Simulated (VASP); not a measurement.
Here is a VASP 6.6.1 calculation.

INCAR

```
SYSTEM = CdS
  ALGO = Normal
  EDIFF = 1E-7
  EDIFFG = -0.01
  ENCUT = 600
  GGA = PE
  IBRION = 2
  ISIF = 4
  ISMEAR = 0
  LASPH = .TRUE.
  LCHARG = .FALSE.
  LREAL = .FALSE.
  LWAVE = .FALSE.
  NELM = 60
  NSW = 50
  PREC = Accurate
  SIGMA = 0.02
```

The input KPOINTS:

```
k-points
0
G
  6 6 4
  0 0 0
```

The input POSCAR:

```
CdS
1.0
    4.3324374183      0.0000000000      0.0000000000
   -2.1662187091      3.7520008645      0.0000000000
    0.0000000000      0.0000000000      7.0483164283
Cd S
2 2
Direct
    0.3333333333      0.6666666667     -0.0008015557
    0.6666666667      0.3333333333      0.4991984443
    0.3333333333      0.6666666667      0.3758015557
    0.6666666667      0.3333333333      0.8758015557
```

Potentials or basis: VASP PAW PBE potentials, release 64 (Cd, S).

Command:

```sh
$ cat potpaw_PBE.64/Cd/POTCAR potpaw_PBE.64/S/POTCAR > POTCAR
$ mpirun -np 1 vasp_std > vasp.out
```

(1) What does it give for the band gap on the k mesh?

Answers

(1) 0.88 eV.

Caveat: the relaxation stopped at its first step, so nothing moved.
